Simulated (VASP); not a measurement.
# CdSe (F-43m) in VASP: single point with PBE

Aim: the single point of CdSe with PBE.

Program: VASP 6.6.1. These are calculated values, not measurements. Logs are shortened: lines on timing, memory, paths and dates and some standing lists are left out, and cuts for length are marked.

## Step 1: The cell of the first run

It takes space group F-43m (No. 216, cubic). The conventional cell has a = 6.385 Å, b = 6.385 Å, c = 6.385 Å, α = 90.00°, β = 90.00°, γ = 90.00°. Within 3.6 Å of Cd (site symmetry -43m) lie 4 Se at 2.76 Å. Within 3.6 Å of Se (site symmetry -43m) lie 4 Cd at 2.76 Å.

## Step 2: Single point, PBE (Te replaced by Se, lengths x 0.962, strained)

INCAR

```
PREC = Accurate
ENCUT = 520
EDIFF = 1E-6
ISMEAR = 0
SIGMA = 0.02
LREAL = F
LASPH = T
NELM = 100
ALGO = Normal
ISIF = 2
LWAVE = F
LCHARG = T
GGA = PE
LELF = T
LVHAR = T
NBANDS = 16
```

KPOINTS

```
Automatic mesh
0
Gamma
  10 10 10
```

POSCAR

```
CdSe
1.0
    0.0000000000      3.1924151243      3.1924151243
    3.1924151243      0.0000000000      3.1924151243
    3.1924151243      3.1924151243      0.0000000000
Cd Se
1 1
Direct
    0.0000000000      0.0000000000      0.0000000000
    0.7500000000      0.7500000000      0.7500000000
```

Potentials or basis: VASP PAW PBE potentials, release 64 (Cd, Se).

Launch:

```bash
> cat potpaw_PBE.64/Cd/POTCAR potpaw_PBE.64/Se/POTCAR > POTCAR
> mpirun -np 1 vasp_std > vasp.out
```

OUTCAR:

```text
PREC = Accurate
   ENCUT = 520
   EDIFF = 1E-6
   ISMEAR = 0
   LREAL = F
   LASPH = T
   NELM = 100
   ISIF = 2
   GGA = PE

 ion  position               nearest neighbor table
   1  0.000  0.000  0.000-   2 2.76   2 2.76   2 2.76   2 2.76
   2  0.750  0.750  0.750-   1 2.76   1 2.76   1 2.76   1 2.76

  LATTYP: Found a face centered cubic cell.
 ALAT       =     6.3848302486

  Lattice vectors:

 A1 = (   0.0000000000,   3.1924151243,   3.1924151243)
 A2 = (   3.1924151243,   0.0000000000,   3.1924151243)
 A3 = (   3.1924151243,   3.1924151243,   0.0000000000)

Analysis of symmetry for initial positions (statically):
=====================================================================
 Subroutine PRICEL returns:
 Original cell was already a primitive cell.

 Routine SETGRP: Setting up the symmetry group for a
 face centered cubic supercell.

 Subroutine GETGRP returns: Found 24 space group operations
 (whereof 24 operations were pure point group operations)
 out of a pool of 48 trial point group operations.

The static configuration has the point symmetry T_d .

Analysis of symmetry for dynamics (positions and initial velocities):
=====================================================================
 Subroutine PRICEL returns:
 Original cell was already a primitive cell.

 Routine SETGRP: Setting up the symmetry group for a
 face centered cubic supercell.

 Subroutine GETGRP returns: Found 24 space group operations
 (whereof 24 operations were pure point group operations)
 out of a pool of 48 trial point group operations.

The dynamic configuration has the point symmetry T_d .

 Subroutine INISYM returns: Found 24 space group operations
 (whereof 24 operations are pure point group operations),
 and found     1 'primitive' translations

----------------------------------------------------------------------------------------

                                     Primitive cell

  volume of cell :      65.0711

  direct lattice vectors                    reciprocal lattice vectors
     0.000000000  3.192415124  3.192415124    -0.156621235  0.156621235  0.156621235
     3.192415124  0.000000000  3.192415124     0.156621235 -0.156621235  0.156621235
     3.192415124  3.192415124  0.000000000     0.156621235  0.156621235 -0.156621235

  length of vectors
     4.514756766  4.514756766  4.514756766     0.271275937  0.271275937  0.271275937

  position of ions in fractional coordinates (direct lattice)
     0.000000000  0.000000000  0.000000000
     0.750000000  0.750000000  0.750000000

  ion indices of the primitive-cell ions
   primitive index   ion index
                 1           1
                 2           2

----------------------------------------------------------------------------------------

 KPOINTS: Automatic mesh

Automatic generation of k-mesh.
 Grid dimensions read from file:
 generate k-points for:   10   10   10

 Generating k-lattice:

  Cartesian coordinates                     Fractional coordinates (reciprocal lattice)
    -0.015662124  0.015662124  0.015662124     0.100000000  0.000000000  0.000000000
     0.015662124 -0.015662124  0.015662124     0.000000000  0.100000000  0.000000000
     0.015662124  0.015662124 -0.015662124     0.000000000  0.000000000  0.100000000

  Length of vectors
     0.027127594  0.027127594  0.027127594

  Shift w.r.t. Gamma in fractional coordinates (k-lattice)
     0.000000000  0.000000000  0.000000000

 Subroutine IBZKPT returns following result:
 ===========================================

 Found     47 irreducible k-points:

 Following reciprocal coordinates:
            Coordinates               Weight
  0.000000  0.000000  0.000000      1.000000
  0.100000  0.000000  0.000000      8.000000
  0.200000  0.000000  0.000000      8.000000
  0.300000  0.000000  0.000000      8.000000
  0.400000  0.000000  0.000000      8.000000
  0.500000  0.000000  0.000000      4.000000
[... 16 lines left out ...]
  0.300000  0.300000  0.000000      6.000000
  0.400000  0.300000  0.000000     24.000000
 [... further k-points ...]
   k-points           NKPTS =     47   k-points in BZ     NKDIM =     47   number of bands    NBANDS=     16
   number of dos      NEDOS =    301   number of ions     NIONS =      2
   total plane-waves  NPLWV =  46656
   dimension x,y,z NGX =    36 NGY =   36 NGZ =   36
   dimension x,y,z NGXF=    72 NGYF=   72 NGZF=   72
   ions per type =               1   1
   NGX,Y,Z   is equivalent  to a cutoff of  13.26, 13.26, 13.26 a.u.
   NGXF,Y,Z  is equivalent  to a cutoff of  26.51, 26.51, 26.51 a.u.
 SYSTEM =  unknown system
   PREC   = accura    normal or accurate (medium, high low for compatibility)
   ISTART =      0    job   : 0-new  1-cont  2-samecut
   ICHARG =      2    charge: 1-file 2-atom 10-const
   ISPIN  =      1    spin polarized calculation?
   LNONCOLLINEAR =      F non collinear calculations
   LSORBIT =      F    spin-orbit coupling
   LASPH  =      T    aspherical Exc in radial PAW
   ENCUT  =  520.0 eV  38.22 Ry    6.18 a.u.   8.39  8.39  8.39*2*pi/ulx,y,z
   NELM   =    100;   NELMIN=  2; NELMDL= -5     # of ELM steps
   EDIFF  = 0.1E-05   stopping-criterion for ELM
   LREAL  =      F    real-space projection
   EDIFFG = 0.1E-04   stopping-criterion for IOM
   NSW    =      0    number of steps for IOM
   IBRION =     -1    ionic relax: 0-MD 1-quasi-New 2-CG
   NFREE  =      0    steps in history (QN), initial steepest desc. (CG)
   ISIF   =      2    stress and relaxation
   ISYM   =      2    0-nonsym 1-usesym 2-fastsym
   POTIM  = 0.5000    time-step for ionic-motion
   TEBEG  =    0.0;   TEEND  =   0.0 temperature during run
   PSTRESS=    0.0 pullay stress
   NELECT =      18.0000    total number of electrons
   NUPDOWN=      -1.0000    fix difference up-down
   EMIN   =  10.00;   EMAX   =-10.00  energy-range for DOS
   EFERMI =   0.00;   METHOD = LEGACY
   ISMEAR =     0;   SIGMA  =   0.02  broadening in eV -4-tet -1-fermi 0-gaus
   EFERMI_NEDOS =   21; number of points for ismear=-14 and -15
   IALGO  =     38    algorithm
   IMIX   =      4    mixing-type and parameters
     AMIX     =   0.40;   BMIX     =  1.00
     AMIX_MAG =   1.60;   BMIX_MAG =  1.00
  volume/ion in A,a.u.               =      32.54       219.56
  Fermi-wavevector in a.u.,A,eV,Ry     =   1.066685  2.015743 15.480947  1.137818
  Thomas-Fermi vector in A             =   2.202278
   LORBIT       =      0    0 simple, 1 ext, 2 COOP (PROOUT), +10 PAW based schemes
   GGA     = PE    functional components
   LHFCALC =     F    Hartree Fock is set to
   AEXX    =    0.0000 exact exchange contribution
   IVDW    =     0    specifies the selected vdW correction
   LEPSILON=     F    determine dielectric tensor
   LRPA    =     F    only Hartree local field effects (RPA)
 non-spin polarized calculation
 Gauss-broadening in eV      SIGMA  =   0.02
  energy-cutoff  :      520.00
  volume of cell :       65.07
 maximum number of plane-waves:      1807
 NGX is ok and might be reduce to    36
   NGX = 17   NGY = 17   NGZ = 17

 number of electron      17.9999998 magnetization

 Free energy of the ion-electron system (eV)
  ---------------------------------------------------
  ext. energy  EPLUGINS =         0.00000000
  ---------------------------------------------------
  free energy    TOTEN  =        -5.44492434 eV

  energy without entropy =       -5.44492434  energy(sigma->0) =       -5.44492434

 E-fermi :   0.0533     XC(G=0):  -8.2412

 val. band max:       -0.1072367011   @ k =   0.0000   0.0000   0.0000
 cond. band min:       0.1998115806   @ k =   0.0000   0.0000   0.0000
 fundamental gap:      0.3070482817
 Fermi energy:         0.0533421531

 k-point     1 :       0.0000    0.0000    0.0000
  band No.  band energies     occupation
      1     -11.9922      2.00000
      2      -7.6623      2.00000
      3      -7.6623      2.00000
      4      -7.6623      2.00000
      5      -7.4228      2.00000
      6      -7.4228      2.00000
[... 8 lines left out ...]
     15      10.6487      0.00000
     16      10.6487      0.00000

 k-point     2 :       0.1000    0.0000    0.0000
  band No.  band energies     occupation
      1     -11.9679      2.00000
      2      -7.6549      2.00000
      3      -7.6549      2.00000
      4      -7.6374      2.00000
      5      -7.4232      2.00000
      6      -7.4232      2.00000
[... 8 lines left out ...]
     15      10.1348      0.00000
     16      10.1348      0.00000

 k-point     3 :       0.2000    0.0000    0.0000
  band No.  band energies     occupation
      1     -11.9037      2.00000
      2      -7.6368      2.00000
      3      -7.6368      2.00000
      4      -7.5601      2.00000
      5      -7.4226      2.00000
      6      -7.4226      2.00000
[... 8 lines left out ...]
     15       9.7395      0.00000
     16       9.9450      0.00000

 k-point     4 :       0.3000    0.0000    0.0000
  band No.  band energies     occupation
      1     -11.8238      2.00000
      2      -7.6174      2.00000
      3      -7.6174      2.00000
      4      -7.4327      2.00000
      5      -7.4183      2.00000
      6      -7.4183      2.00000
[... 8 lines left out ...]
     15       9.9411      0.00000
     16       9.9411      0.00000
[... 324 lines left out ...]
 k-point    22 :      -0.2000    0.2000    0.0000
  band No.  band energies     occupation
      1     -11.7969      2.00000
      2      -7.6067      2.00000
      3      -7.5961      2.00000
      4      -7.4417      2.00000
      5      -7.4309      2.00000
      6      -7.3722      2.00000
[... 8 lines left out ...]
     15      10.6095      0.00000
     16      11.6203      0.00000

 k-point    23 :       0.3000    0.3000    0.0000
  band No.  band energies     occupation
      1     -11.7694      2.00000
      2      -7.5578      2.00000
      3      -7.5578      2.00000
      4      -7.5122      2.00000
      5      -7.3983      2.00000
      6      -7.3786      2.00000
[... 8 lines left out ...]
     15      11.3898      0.00000
     16      12.8380      0.00000

 k-point    24 :       0.4000    0.3000    0.0000
  band No.  band energies     occupation
      1     -11.7188      2.00000
      2      -7.5489      2.00000
      3      -7.5375      2.00000
      4      -7.4949      2.00000
      5      -7.3945      2.00000
      6      -7.2931      2.00000
[... 8 lines left out ...]
     15      11.7339      0.00000
     16      12.6534      0.00000

 [... further k-points ...]
[... 5 lines left out ...]
  --------------------------------------------------------------------------------------
  -------------------------------------------------------------------------------------
  Total       -1.2569469     -1.2569469     -1.2569469      0.0000000      0.0000000     -0.0000000
  in kB      -30.9484879    -30.9484879    -30.9484879      0.0000000      0.0000000     -0.0000000
  external PRESSURE =     -30.9484879 kB  Pullay stress =       0.0000000 kB

 VOLUME and BASIS-vectors are now :
 -----------------------------------------------------------------------------
  energy-cutoff  :      520.00
  volume of cell :       65.07
      direct lattice vectors                 reciprocal lattice vectors
     0.000000000  3.192415124  3.192415124    -0.156621235  0.156621235  0.156621235
     3.192415124  0.000000000  3.192415124     0.156621235 -0.156621235  0.156621235
     3.192415124  3.192415124  0.000000000     0.156621235  0.156621235 -0.156621235

 POSITION                                       TOTAL-FORCE (eV/Angst)
 -----------------------------------------------------------------------------------
      0.00000      0.00000      0.00000        -0.000000     -0.000000     -0.000000
      4.78862      4.78862      4.78862         0.000000      0.000000      0.000000
 -----------------------------------------------------------------------------------
    total drift:                                0.000000      0.000000      0.000000

  FREE ENERGIE OF THE ION-ELECTRON SYSTEM (eV)
  ---------------------------------------------------
  free  energy   TOTEN  =        -5.4449243397 eV

  energy  without entropy=       -5.4449243397  energy(sigma->0) =       -5.44492434
```

Run time: 53 s. Hardware: 1 thread of Intel Xeon 8259CL, shared host; peak memory 0.23 GiB.

What came out:

| Item | Value |
| --- | --- |
| Free energy | -5.4449 eV |
| Pressure | -3.1 GPa |
| Band gap on the k mesh | 0.31 eV |

Caveat: the cell differs from its parent crystal (Te replaced by Se, lengths x 0.962, strained); the cell stands under tension.
